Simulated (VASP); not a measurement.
## CoW: single point with r2SCAN

Crystal: CoW.

```xyz
2
Lattice="0.0000 2.3648 2.3648 2.3648 0.0000 2.3648 2.3648 2.3648 0.0000" Properties=species:S:1:pos:R:3 pbc="T T T"
Co    0.0000    0.0000    0.0000
W     2.3648    2.3648    2.3648
```

```yaml
Program: VASP 6.6.1
Task: single point
Functional: r2SCAN
Potentials_or_basis: VASP PAW PBE potentials, release 64 (Co, W_sv)
Cutoff: 520 eV
k_mesh: 6 × 6 × 6
Occupations: gaussian, width 0.1 eV
Spin: collinear spin, ferromagnetic start
Starting_moments: "[3.0, 0.0] μB"
Dipole_correction: no
Further_INCAR_settings: ALGO = Normal; EDIFF = 1e-07; NBANDS = 22
```

- Pressure: 20.1 GPa
- Net moment: 0.00 μB per cell
- Valence electrons inside the program's atomic spheres: Co 8.92; W 12.08

Levels at points of the mesh, in eV from the Fermi level:
Spin up:
```csv
k point,band 7,band 8,band 9,band 10,band 11,band 12,band 13,band 14,band 15,band 16
"(0.00, 0.00, 0.00)",-5.25,-4.79,-4.79,-4.79,1.92,1.92,1.92,3.95,3.95,9.59
"(0.50, 0.00, 0.00)",-2.63,-2.63,-2.44,-2.44,-1.99,-1.99,-0.41,1.34,1.34,3.54
"(0.50, 0.50, 0.00)",-4.37,-3.64,-1.74,-1.74,-1.52,1.56,2.18,2.18,4.30,5.25
```
Spin down:
```tsv
k point	band 7	band 8	band 9	band 10	band 11	band 12	band 13	band 14	band 15	band 16
(0.00, 0.00, 0.00)	-5.25	-4.79	-4.79	-4.79	1.92	1.92	1.92	3.95	3.95	9.59
(0.50, 0.00, 0.00)	-2.63	-2.63	-2.44	-2.44	-1.99	-1.99	-0.41	1.34	1.34	3.54
(0.50, 0.50, 0.00)	-4.37	-3.64	-1.74	-1.74	-1.52	1.56	2.18	2.18	4.30	5.25
```

It took 57 s on 1 thread of Intel(R) Xeon(R) 6975P-C (Granite Rapids), with other jobs on the host, peak memory 0.19 GiB.

Caveat: the k points lie up to 0.38 Å⁻¹ apart; the PAW data sets were made with another functional, which shifts forces and pressure a little; spin-orbit coupling is left out, which moves the levels of the heavy elements.
